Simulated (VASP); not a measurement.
# Ti3O4: single point with r2SCAN

The system is Ti3O4.

```
Ti O
1.0
    -1.97986    1.97986    3.89428
     1.97986   -1.97986    3.89428
     1.97986    1.97986   -3.89428
Ti O
3 4
Direct
  0.25000 0.75000 0.50000
  0.50000 0.50000 0.00000
  0.75000 0.25000 0.50000
  0.00000 0.50000 0.50000
  0.23546 0.23546 0.00000
  0.50000 0.00000 0.50000
  0.76454 0.76454 0.00000
```

* Program: VASP 6.6.1
* Task: single point
* Functional: r2SCAN
* Potentials or basis: VASP PAW PBE potentials, release 64 (Ti_sv, O)
* Cutoff: 520 eV
* k mesh: 12 × 12 × 12
* Occupations: gaussian, width 0.1 eV
* Spin: no spin polarisation

The pressure is 41.2 GPa. The largest force is 0.072 eV/Å. The band gap on the k mesh is zero (bands 30 and 31 overlap by 4.13 eV).

Forces in eV/Å, atoms in the order of the input:
```
Ti   0.000  0.000  0.000
Ti   0.000  0.000  0.000
Ti   0.000  0.000  0.000
O    0.000  0.000  0.000
O    0.000  0.000 -0.072
O    0.000  0.000  0.000
O    0.000  0.000  0.072
```

Stress tensor (GPa, compression positive):
```
41.17  0.00  0.00
 0.00 41.17  0.00
 0.00  0.00 41.27
```

Levels at points of the mesh, in eV from the Fermi level:
```csv
k point,band 28,band 29,band 30,band 31,band 32,band 33
"(0.00, 0.00, 0.00)",-4.66,-3.33,-0.88,-0.88,0.63,0.72
"(0.50, 0.00, 0.00)",-4.77,-1.50,0.39,0.54,0.77,0.85
"(0.50, 0.50, 0.00)",-4.41,0.99,0.99,1.24,1.33,1.58
"(0.50, 0.50, 0.50)",-5.23,-3.05,-3.05,-2.93,-0.04,1.24
```

It took 49 min on 1 thread of Intel Xeon 8259CL, with other jobs on the host, peak memory 0.43 GiB.

Caveat: the cell stands under pressure; the PAW data sets were made with another functional, which shifts forces and pressure a little; semilocal functionals often make such compounds metallic where correlation or magnetic order opens a gap, which also shifts bond lengths.
